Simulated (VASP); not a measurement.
# Mg2B3 (P-3m1) in VASP: further runs

Runs on Mg2B3. Level: PBE. Tasks: single point, relaxation of cell and atoms.

Program: VASP 6.6.1. These are calculated values, not measurements. Logs are shortened: lines on timing, memory, paths and dates and some standing lists are left out, and cuts for length are marked.

### Step 1. The cell of the first run

The structure is trigonal, space group P-3m1 (No. 164). Conventional cell: a = 3.833 Å, b = 3.833 Å, c = 4.898 Å, α = 90.00°, β = 90.00°, γ = 120.00°. Mg (site symmetry 3m) has 8 B at 2.26 to 2.64 Å and 3 Mg at 2.79 Å within 3.0 Å. B (site symmetry -3m) has 6 Mg at 2.37 Å and 6 B at 2.85 Å within 3.1 Å. Within 3.0 Å of B (site symmetry 3m) lie 5 Mg at 2.26 to 2.64 Å and 6 B at 2.58 to 2.85 Å.

The cell was built from a structure type or drawn by symmetry, and may not be a known phase.

### Step 2. Single point, PBE

Input file INCAR:

```
SYSTEM = Mg2B3
PREC     = Accurate       ! precision mode
ENCUT    = 520            ! plane-wave cutoff, eV
EDIFF    = 1E-6           ! SCF threshold, eV
ISMEAR   = 0              ! smearing method
SIGMA    = 0.1            ! smearing width, eV
LREAL    = .FALSE.        ! projectors in reciprocal space
LASPH    = .TRUE.         ! aspherical terms in the spheres
NELM     = 60             ! most SCF steps
ALGO     = Normal         ! electronic algorithm
ISIF     = 2              ! what is computed and relaxed
LWAVE    = .FALSE.        ! write WAVECAR
LCHARG   = .TRUE.         ! write CHGCAR
GGA      = PE             ! functional
LELF     = .TRUE.         ! ELF
LVHAR    = .TRUE.       
NBANDS   = 14             ! bands
```

Input file KPOINTS:

```
regular mesh
0
G
  6 6 4
  0 0 0
```

Input file POSCAR:

```
Mg2B3
1.0
    3.8328776627      0.0000000000      0.0000000000
   -1.9164388313      3.3193694255      0.0000000000
    0.0000000000      0.0000000000      4.8978530414
Mg B
2 3
Direct
    0.3333333333      0.6666666667      0.1736156968
    0.6666666667      0.3333333333      0.8263843032
    0.0000000000      0.0000000000      0.0000000000
    0.3333333333      0.6666666667      0.6346160976
    0.6666666667      0.3333333333      0.3653839024
```

Potentials or basis: VASP PAW PBE potentials, release 64 (Mg, B).

Command:

```sh
cat potpaw_PBE.64/Mg/POTCAR potpaw_PBE.64/B/POTCAR > POTCAR
mpirun -np 1 vasp_std > vasp.out
```

OUTCAR:

```text
SYSTEM = Mg2B3
   PREC = Accurate
   ENCUT = 520
   EDIFF = 1E-6
   ISMEAR = 0
   LREAL = .FALSE.
   LASPH = .TRUE.
   NELM = 60
   ISIF = 2
   GGA = PE

 ion  position               nearest neighbor table
   1  0.333  0.667  0.174-   4 2.26   3 2.37   3 2.37   3 2.37   5 2.40   5 2.40   5 2.40   4 2.64
                             2 2.79   2 2.79   2 2.79
   2  0.667  0.333  0.826-   5 2.26   3 2.37   3 2.37   3 2.37   4 2.40   4 2.40   4 2.40   5 2.64
                             1 2.79   1 2.79   1 2.79
   3  0.000  0.000  0.000-   1 2.37   2 2.37   1 2.37   2 2.37   2 2.37   1 2.37
   4  0.333  0.667  0.635-   1 2.26   2 2.40   2 2.40   2 2.40   1 2.64
   5  0.667  0.333  0.365-   2 2.26   1 2.40   1 2.40   1 2.40   2 2.64

  LATTYP: Found a hexagonal cell.
 ALAT       =     3.8328776627
 C/A-ratio  =     1.2778526925

  Lattice vectors:

 A1 = (   3.8328776627,   0.0000000000,   0.0000000000)
 A2 = (  -1.9164388313,   3.3193694255,   0.0000000000)
 A3 = (   0.0000000000,   0.0000000000,   4.8978530414)

Analysis of symmetry for initial positions (statically):
=====================================================================
 Subroutine PRICEL returns:
 Original cell was already a primitive cell.

 Routine SETGRP: Setting up the symmetry group for a
 hexagonal supercell.

 Subroutine GETGRP returns: Found 12 space group operations
 (whereof 12 operations were pure point group operations)
 out of a pool of 24 trial point group operations.

The static configuration has the point symmetry D_3d.

Analysis of symmetry for dynamics (positions and initial velocities):
=====================================================================
 Subroutine PRICEL returns:
 Original cell was already a primitive cell.

 Routine SETGRP: Setting up the symmetry group for a
 hexagonal supercell.

 Subroutine GETGRP returns: Found 12 space group operations
 (whereof 12 operations were pure point group operations)
 out of a pool of 24 trial point group operations.

The dynamic configuration has the point symmetry D_3d.

 Subroutine INISYM returns: Found 12 space group operations
 (whereof 12 operations are pure point group operations),
 and found     1 'primitive' translations

----------------------------------------------------------------------------------------

                                     Primitive cell

  volume of cell :      62.3141

  direct lattice vectors                    reciprocal lattice vectors
     3.832877663  0.000000000  0.000000000     0.260900579  0.150631019  0.000000000
    -1.916438831  3.319369426  0.000000000     0.000000000  0.301262039  0.000000000
     0.000000000  0.000000000  4.897853041     0.000000000  0.000000000  0.204171091

  length of vectors
     3.832877663  3.832877663  4.897853041     0.301262039  0.301262039  0.204171091

  position of ions in fractional coordinates (direct lattice)
     0.333333333  0.666666667  0.173615697
     0.666666667  0.333333333  0.826384303
     0.000000000  0.000000000  0.000000000
     0.333333333  0.666666667  0.634616098
     0.666666667  0.333333333  0.365383902

  ion indices of the primitive-cell ions
   primitive index   ion index
                 1           1
                 2           2
                 3           3
                 4           4
                 5           5

----------------------------------------------------------------------------------------

 KPOINTS: regular mesh

Automatic generation of k-mesh.
 Grid dimensions read from file:
 generate k-points for:    6    6    4

 Generating k-lattice:

  Cartesian coordinates                     Fractional coordinates (reciprocal lattice)
     0.043483430  0.025105170  0.000000000     0.166666667 -0.000000000  0.000000000
     0.000000000  0.050210340  0.000000000     0.000000000  0.166666667  0.000000000
     0.000000000  0.000000000  0.051042773     0.000000000  0.000000000  0.250000000

  Length of vectors
     0.050210340  0.050210340  0.051042773

  Shift w.r.t. Gamma in fractional coordinates (k-lattice)
     0.000000000  0.000000000  0.000000000

 Subroutine IBZKPT returns following result:
 ===========================================

 Found     24 irreducible k-points:

 Following reciprocal coordinates:
            Coordinates               Weight
  0.000000  0.000000  0.000000      1.000000
  0.166667 -0.000000  0.000000      6.000000
  0.333333 -0.000000  0.000000      6.000000
  0.500000 -0.000000  0.000000      3.000000
  0.166667  0.166667  0.000000      6.000000
  0.333333  0.166667  0.000000     12.000000
[... 16 lines left out ...]
  0.333333  0.166667  0.500000     12.000000
  0.333333  0.333333  0.500000      2.000000
   k-points           NKPTS =     24   k-points in BZ     NKDIM =     24   number of bands    NBANDS=     14
   number of dos      NEDOS =    301   number of ions     NIONS =      5
   total plane-waves  NPLWV =  32400
   dimension x,y,z NGX =    30 NGY =   30 NGZ =   36
   dimension x,y,z NGXF=    60 NGYF=   60 NGZF=   72
   ions per type =               2   3
   NGX,Y,Z   is equivalent  to a cutoff of  13.01, 13.01, 12.22 a.u.
   NGXF,Y,Z  is equivalent  to a cutoff of  26.02, 26.02, 24.44 a.u.
 SYSTEM =  Mg2B3
   PREC   = accura    normal or accurate (medium, high low for compatibility)
   ISTART =      0    job   : 0-new  1-cont  2-samecut
   ICHARG =      2    charge: 1-file 2-atom 10-const
   ISPIN  =      1    spin polarized calculation?
   LNONCOLLINEAR =      F non collinear calculations
   LSORBIT =      F    spin-orbit coupling
   LASPH  =      T    aspherical Exc in radial PAW
   ENCUT  =  520.0 eV  38.22 Ry    6.18 a.u.   7.13  7.13  9.11*2*pi/ulx,y,z
   NELM   =     60;   NELMIN=  2; NELMDL= -5     # of ELM steps
   EDIFF  = 0.1E-05   stopping-criterion for ELM
   LREAL  =      F    real-space projection
   EDIFFG = 0.1E-04   stopping-criterion for IOM
   NSW    =      0    number of steps for IOM
   IBRION =     -1    ionic relax: 0-MD 1-quasi-New 2-CG
   NFREE  =      0    steps in history (QN), initial steepest desc. (CG)
   ISIF   =      2    stress and relaxation
   ISYM   =      2    0-nonsym 1-usesym 2-fastsym
   POTIM  = 0.5000    time-step for ionic-motion
   TEBEG  =    0.0;   TEEND  =   0.0 temperature during run
   PSTRESS=    0.0 pullay stress
   NELECT =      13.0000    total number of electrons
   NUPDOWN=      -1.0000    fix difference up-down
   EMIN   =  10.00;   EMAX   =-10.00  energy-range for DOS
   EFERMI =   0.00;   METHOD = LEGACY
   ISMEAR =     0;   SIGMA  =   0.10  broadening in eV -4-tet -1-fermi 0-gaus
   EFERMI_NEDOS =   21; number of points for ismear=-14 and -15
   IALGO  =     38    algorithm
   IMIX   =      4    mixing-type and parameters
     AMIX     =   0.40;   BMIX     =  1.00
     AMIX_MAG =   1.60;   BMIX_MAG =  1.00
  volume/ion in A,a.u.               =      12.46        84.10
  Fermi-wavevector in a.u.,A,eV,Ry     =   0.970943  1.834817 12.826631  0.942731
  Thomas-Fermi vector in A             =   2.101120
   LORBIT       =      0    0 simple, 1 ext, 2 COOP (PROOUT), +10 PAW based schemes
   GGA     = PE    functional components
   LHFCALC =     F    Hartree Fock is set to
   AEXX    =    0.0000 exact exchange contribution
   IVDW    =     0    specifies the selected vdW correction
   LEPSILON=     F    determine dielectric tensor
   LRPA    =     F    only Hartree local field effects (RPA)
 non-spin polarized calculation
 Gauss-broadening in eV      SIGMA  =   0.10
  energy-cutoff  :      520.00
  volume of cell :       62.31
 maximum number of plane-waves:      1700
 NGX is ok and might be reduce to    30
   NGX = 15   NGY = 15   NGZ = 19

 number of electron      13.0000000 magnetization

 Free energy of the ion-electron system (eV)
  ---------------------------------------------------
  ext. energy  EPLUGINS =         0.00000000
  ---------------------------------------------------
  free energy    TOTEN  =       -16.57763769 eV

  energy without entropy =      -16.56959262  energy(sigma->0) =      -16.57361515

 E-fermi :   3.5767     XC(G=0): -10.0890

 val. band max:        3.4954628778   @ k =   0.3333   0.1667   0.2500
 cond. band min:       3.6036267361   @ k =   0.1667   0.1667   0.0000
 fundamental gap:      0.1081638583
 Fermi energy:         3.5766870706

 k-point     1 :       0.0000    0.0000    0.0000
  band No.  band energies     occupation
      1      -6.8874      2.00000
      2      -2.1345      2.00000
      3      -1.5436      2.00000
      4       3.4142      1.97841
      5       3.4142      1.97841
      6       3.4731      1.85723
      7       3.4731      1.85723
      8       5.2087      0.00000
      9       5.3815      0.00000
     10       7.4596      0.00000
     11       7.4596      0.00000
     12       7.4610      0.00000
     13      11.1761      0.00000
     14      11.1890      0.00000

 k-point     2 :       0.1667   -0.0000    0.0000
  band No.  band energies     occupation
      1      -6.5626      2.00000
      2      -1.9407      2.00000
      3      -1.3523      2.00000
      4       1.3016      2.00000
      5       2.2905      2.00000
      6       2.8809      2.00000
      7       4.5511      0.00000
      8       5.7690      0.00000
      9       6.3579      0.00000
     10       6.8387      0.00000
     11       7.1476      0.00000
     12       7.5420      0.00000
     13       9.6773      0.00000
     14      11.3239      0.00000

 k-point     3 :       0.3333   -0.0000    0.0000
  band No.  band energies     occupation
      1      -5.6058      2.00000
      2      -2.2883      2.00000
      3      -1.0054      2.00000
      4       0.3542      2.00000
      5       1.5044      2.00000
      6       1.5949      2.00000
      7       3.6620      0.22777
      8       5.0277      0.00000
      9       6.5815      0.00000
     10       6.7795      0.00000
     11       7.0238      0.00000
     12       8.0174      0.00000
     13       9.1713      0.00000
     14      12.6411      0.00000
[... 324 lines left out ...]
 k-point    23 :       0.3333    0.1667    0.5000
  band No.  band energies     occupation
      1      -3.6235      2.00000
      2      -3.4581      2.00000
      3      -1.8849      2.00000
      4      -0.8099      2.00000
      5       0.6333      2.00000
      6       1.1501      2.00000
      7       4.5339      0.00000
      8       5.3951      0.00000
      9       6.0320      0.00000
     10       7.6416      0.00000
     11       7.9929      0.00000
     12       8.5250      0.00000
     13      10.8953      0.00000
     14      12.5093      0.00000

 k-point    24 :       0.3333    0.3333    0.5000
  band No.  band energies     occupation
      1      -2.6711      2.00000
      2      -2.6577      2.00000
      3      -2.6577      2.00000
      4      -0.8258      2.00000
      5      -0.8258      2.00000
      6       0.1014      2.00000
      7       5.9147      0.00000
      8       5.9147      0.00000
      9       6.5060      0.00000
     10       7.5841      0.00000
     11       7.5841      0.00000
     12       7.6902      0.00000
     13      12.8698      0.00000
     14      12.8698      0.00000

------------------------ aborting loop because EDIFF is reached ----------------------------------------

  FORCE on cell =-STRESS in cart. coord.  units (eV):
  Direction    XX          YY          ZZ          XY          YZ          ZX
  --------------------------------------------------------------------------------------
  -------------------------------------------------------------------------------------
  Total        0.0723083      0.0723083      0.1219600      0.0000000     -0.0000000     -0.0000000
  in kB        1.8591426      1.8591426      3.1357529      0.0000000     -0.0000000     -0.0000000
  external PRESSURE =       2.2846794 kB  Pullay stress =       0.0000000 kB

 VOLUME and BASIS-vectors are now :
 -----------------------------------------------------------------------------
  energy-cutoff  :      520.00
  volume of cell :       62.31
      direct lattice vectors                 reciprocal lattice vectors
     3.832877663  0.000000000  0.000000000     0.260900579  0.150631019  0.000000000
    -1.916438831  3.319369426  0.000000000     0.000000000  0.301262039  0.000000000
     0.000000000  0.000000000  4.897853041     0.000000000  0.000000000  0.204171091

 POSITION                                       TOTAL-FORCE (eV/Angst)
 -----------------------------------------------------------------------------------
     -0.00000      2.21291      0.85034        -0.000000      0.000000     -0.002734
      1.91644      1.10646      4.04751         0.000000     -0.000000      0.002734
      0.00000      0.00000      0.00000        -0.000000      0.000000      0.000000
     -0.00000      2.21291      3.10826        -0.000000      0.000000     -0.009625
      1.91644      1.10646      1.78960         0.000000      0.000000      0.009625
 -----------------------------------------------------------------------------------
    total drift:                               -0.000000     -0.000000     -0.000000

  FREE ENERGIE OF THE ION-ELECTRON SYSTEM (eV)
  ---------------------------------------------------
  free  energy   TOTEN  =       -16.5776376863 eV

  energy  without entropy=      -16.5695926188  energy(sigma->0) =      -16.57361515
```

Run time: 18 s. Hardware: 1 thread of Intel Xeon Platinum 8488C (Sapphire Rapids), shared host; peak memory 0.17 GiB.

What came out:

* Free energy: -16.5776 eV
* Pressure: 0.2 GPa
* Largest force: 0.010 eV/Å
* Band gap on the k mesh: zero (an odd number of electrons rules out a gap without spin polarisation)

Forces on the atoms (eV/Å):
```
Mg   0.000  0.000 -0.003
Mg   0.000  0.000  0.003
B    0.000  0.000  0.000
B    0.000  0.000 -0.010
B    0.000  0.000  0.010
```

Stress tensor (GPa, compression positive):
```
0.19 0.00 0.00
0.00 0.19 0.00
0.00 0.00 0.31
```

### Step 3. Single point, PBE

This run uses another cell than the first one, of 12.14 Å³/atom.

Input file INCAR:

```
SYSTEM = Mg2B3
ALGO = Normal ; EDIFF = 1E-6
ENCUT = 520 ; GGA = PE
ISIF = 2 ; ISMEAR = 0
LASPH = .TRUE. ; LCHARG = .FALSE.
LREAL = .FALSE. ; LWAVE = .FALSE.
NBANDS = 14 ; NELM = 100
PREC = Accurate ; SIGMA = 0.1
```

Input file KPOINTS:

```
k-points
0
G
  12 12 8
  0 0 0
```

Input file POSCAR:

```
Mg2B3
1.0
    3.0248958928      0.0000000000      0.0000000000
   -1.5124479464      2.6196366870      0.0000000000
    0.0000000000      0.0000000000      7.6628874711
Mg B
2 3
Direct
    0.3333333333      0.6666666667      0.2160369189
    0.6666666667      0.3333333333      0.7839630811
    0.0000000000      0.0000000000      0.0000000000
    0.3333333333      0.6666666667      0.5128717278
    0.6666666667      0.3333333333      0.4871282722
```

Potentials or basis: VASP PAW PBE potentials, release 64 (Mg, B).

Command:

```sh
cat potpaw_PBE.64/Mg/POTCAR potpaw_PBE.64/B/POTCAR > POTCAR
mpirun -np 1 vasp_std > vasp.out
```

Run time: 65 s. Hardware: 1 thread of Intel Xeon Platinum 8488C (Sapphire Rapids), shared host; peak memory 0.25 GiB.

It converged, with:

```yaml
Free_energy: -20.6927 eV
Pressure: -0.1 GPa
Largest_force: 0.010 eV/Å
Band_gap_on_the_k_mesh: zero (an odd number of electrons rules out a gap without spin polarisation)
```

Forces on the atoms (eV/Å):
```
Mg   0.000  0.000  0.003
Mg   0.000  0.000 -0.003
B    0.000  0.000  0.000
B    0.000  0.000  0.010
B    0.000  0.000 -0.010
```

Levels at points of the mesh, in eV from the Fermi level:
| k point | band 4 | band 5 | band 6 | band 7 | band 8 | band 9 | band 10 | band 11 |
| --- | --- | --- | --- | --- | --- | --- | --- | --- |
| (0.00, 0.00, 0.00) | -2.13 | 0.89 | 1.48 | 1.48 | 4.58 | 4.58 | 7.37 | 8.43 |
| (0.50, 0.00, 0.00) | -3.43 | -1.60 | -1.49 | -0.96 | 1.91 | 2.71 | 4.36 | 5.30 |
| (0.00, 0.00, 0.50) | -4.13 | 1.48 | 1.48 | 4.04 | 4.17 | 4.59 | 4.59 | 8.39 |
| (0.50, 0.00, 0.50) | -3.67 | -1.09 | -0.96 | -0.71 | 0.64 | 2.70 | 3.06 | 6.39 |

### Step 4. Relaxation of cell and atoms, PBE

Input file INCAR:

```
SYSTEM = Mg2B3
PREC = Accurate
ENCUT = 600
EDIFF = 1E-7
ISMEAR = 0
SIGMA = 0.1
LREAL = .False.
LASPH = .True.
NELM = 80
ALGO = Normal
ISIF = 3
LWAVE = .False.
LCHARG = .False.
GGA = PE
IBRION = 2
NSW = 100
EDIFFG = -0.01
```

Input file KPOINTS:

```
regular mesh
0
Gamma
  12 12 8
  0 0 0
```

Input file POSCAR:

```
Mg2B3
1.0
    3.8328776627      0.0000000000      0.0000000000
   -1.9164388313      3.3193694255      0.0000000000
    0.0000000000      0.0000000000      4.8978530414
Mg B
2 3
Direct
    0.3333333333      0.6666666667      0.1736156968
    0.6666666667      0.3333333333      0.8263843032
    0.0000000000      0.0000000000      0.0000000000
    0.3333333333      0.6666666667      0.6346160976
    0.6666666667      0.3333333333      0.3653839024
```

Command:

```sh
cat potpaw_PBE.64/Mg/POTCAR potpaw_PBE.64/B/POTCAR > POTCAR
mpirun -np 1 vasp_std > vasp.out
```

Run time: 21 min. Hardware: 1 thread of Intel Xeon Platinum 8488C (Sapphire Rapids), shared host; peak memory 0.3 GiB.

Results (log left out):

- Free energy: -20.6742 eV
- Relaxed volume: 12.09 Å³/atom
- Relaxed cell: a = 3.024 Å, b = 3.024 Å, c = 7.635 Å, α = 90.00°, β = 90.00°, γ = 120.00°
- Space group after relaxing (to 0.1 Å): P-3m1 (No. 164)
- Pressure after relaxing: 0.1 GPa
- Largest force after relaxing: 0.004 eV/Å
- Band gap on the k mesh: zero (an odd number of electrons rules out a gap without spin polarisation)

Forces in eV/Å, atoms in the order of the input:
```
Mg   0.000  0.000  0.002
Mg   0.000  0.000 -0.002
B    0.000  0.000  0.000
B    0.000  0.000 -0.004
B    0.000  0.000  0.004
```

Final structure:
```
Mg B
1.0
     3.02356    0.00000    0.00000
    -1.51178    2.61848    0.00000
     0.00000    0.00000    7.63516
Mg B
2 3
Direct
  0.33333 0.66667 0.21604
  0.66667 0.33333 0.78396
  0.00000 0.00000 0.00000
  0.33333 0.66667 0.51325
  0.66667 0.33333 0.48675
```

Levels at points of the mesh, in eV from the Fermi level:
```
           k point  band 5  band 6  band 7  band 8  band 9  band 10
(0.00, 0.00, 0.00)    0.95    1.48    1.48    4.58    4.58     7.46
(0.50, 0.00, 0.00)   -1.59   -1.48   -0.96    1.92    2.71     4.42
(0.00, 0.00, 0.50)    1.48    1.48    4.13    4.24    4.59     4.59
(0.50, 0.00, 0.50)   -1.08   -0.96   -0.69    0.65    2.70     3.11
```

Caveat: a cell axis changed by over 15 % at a fixed basis, so the end point is rough.

### Step 5. Overview

```tsv
task	cell	k mesh	cutoff (eV)	gap on the mesh (eV)	pressure (GPa)	largest force (eV/Å)
single point	a = 3.833, b = 3.833, c = 4.898 Å, angles 90.0, 90.0, 120.0°, 5 atoms, atomic positions A	6 × 6 × 4	520	none	0.2	0.01
single point	a = 3.025, b = 3.025, c = 7.663 Å, angles 90.0, 90.0, 120.0°, 5 atoms, atomic positions B	12 × 12 × 8	520	none	-0.1	0.01
relaxation of cell and atoms	relaxed from a = 3.833, b = 3.833, c = 4.898 Å, angles 90.0, 90.0, 120.0°, 5 atoms, atomic positions A	12 × 12 × 8	600	none	0.1	-
```

Alike in all rows: level PBE; potentials or basis VASP PAW PBE potentials, release 64 (Mg, B); no spin polarisation; smearing gaussian 0.1 eV.

Caveats: a cell axis changed by over 15 % at a fixed basis, so the end point is rough (at least some runs).

Total energies depend on the potentials used, so only differences within one code and one set of settings carry meaning.
